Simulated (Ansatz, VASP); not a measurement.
**One calculation of Zn2O, two programs**

```
CELL_PARAMETERS angstrom
-2.89806 2.89806 2.32962
2.89806 -2.89806 2.32962
2.89806 2.89806 -2.32962
ATOMIC_POSITIONS crystal
Zn 0.15810 0.65810 0.81620
Zn 0.65810 0.84190 0.50000
Zn 0.84190 0.34190 0.18380
Zn 0.34190 0.15810 0.50000
O 0.75000 0.75000 0.00000
O 0.25000 0.25000 0.00000
```

Change from the starting cell: species swapped into the Al2Cu type (I4/mcm, No. 140).

Alike in both runs: task relaxation of cell and atoms; functional PBE; k mesh 5 × 5 × 5; occupations gaussian, width 0.2 eV; no spin polarisation.

```csv
,VASP,Ansatz
version,VASP 6.6.1,Ansatz 0.2.0
potentials or method,"VASP PAW PBE potentials, release 64 (Zn, O), cutoff 600 eV","scalar-relativistic, plane waves, PAW"
valence electrons in the cell,60,60
```

Ansatz gave:

| Item | Value |
| --- | --- |
| gap on the k mesh at the Fermi level, each at its own relaxed structure (eV) | none |
| relaxed volume (Å³/atom) | 12.42 |
| relaxed length of the cell vector where the two differ most in proportion (Å) | 4.617 |

What did VASP give for the same quantities?

gap on the k mesh at the Fermi level, each at its own relaxed structure (eV): none; relaxed volume (Å³/atom): 12.36; relaxed length of the cell vector where the two differ most in proportion (Å): 4.604.

A gap of «none» marks a metal or a gap that the smearing closes.
